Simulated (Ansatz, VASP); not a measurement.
## C in VASP and in Ansatz

The input INCAR:

```
PREC = Accurate
ENCUT = 600
EDIFF = 1E-7
ISMEAR = -1
SIGMA = 0.1
LREAL = False
LASPH = True
NELM = 120
ALGO = Normal
ISIF = 3
LWAVE = False
LCHARG = False
GGA = PE
IVDW = 12
IBRION = 2
NSW = 80
EDIFFG = -0.01
GGA_COMPAT = False
NELMIN = 4
```

File KPOINTS:

```
regular mesh
0
Gamma
  9 9 3
```

Contents of POSCAR:

```
C
1.0
    1.2807176576     -2.2182680532      0.0000000000
    1.2807176576      2.2182680532      0.0000000000
    0.0000000000      0.0000000000      7.1943848799
C
4
Direct
    0.0000000000      0.0000000000      0.2500000000
    0.0000000000      0.0000000000      0.7500000000
    0.3333333333      0.6666666667      0.2500000000
    0.6666666667      0.3333333333      0.7500000000
```

Input for Ansatz:

```yaml
crystal:
  lattice:
    - [1.2807176576, -2.2182680532, 0.0]
    - [1.2807176576, 2.2182680532, 0.0]
    - [0.0, 0.0, 7.1943848799]
  atoms:
    - { symbol: C, position: [0.0, 0.0, 0.25] }
    - { symbol: C, position: [0.0, 0.0, 0.75] }
    - { symbol: C, position: [0.333333333333, 0.666666666667, 0.25] }
    - { symbol: C, position: [0.666666666667, 0.333333333333, 0.75] }
kpoints:
  mp_grid: { grid: [9, 9, 3], shift: [0, 0, 0] }
hamiltonian:
  xc: pbe
  dispersion: d3bj
  pseudopotentials: { kind: nc }
magnetization:
  spin_polarized: false
scf:
  occupations: { method: fermi_dirac, width: "0.1 eV" }
relax:
  cell: {}
```

Alike in both runs: task relaxation of cell and atoms; functional PBE; dispersion D3(BJ); k mesh 9 × 9 × 3; no spin polarisation.

|  | VASP | Ansatz |
| --- | --- | --- |
| version | VASP 6.6.1 | Ansatz 0.2 development build |
| potentials or method | VASP PAW PBE potentials, release 64 (C) | scalar-relativistic |
| plane-wave cutoff (eV) | 600 | 1116 |
| occupations | fermi-dirac, width 0.1 eV | fermi-dirac |

|  | VASP | Ansatz | Ansatz less VASP |
| --- | --- | --- | --- |
| relaxed volume (Å³/atom) | 8.72 | 8.81 | +0.085 |
| relaxed length of the cell vector where the two differ most in proportion (Å) | 6.630 | 6.693 | +0.0636 |

Ansatz's warnings: cutoff auto derived.
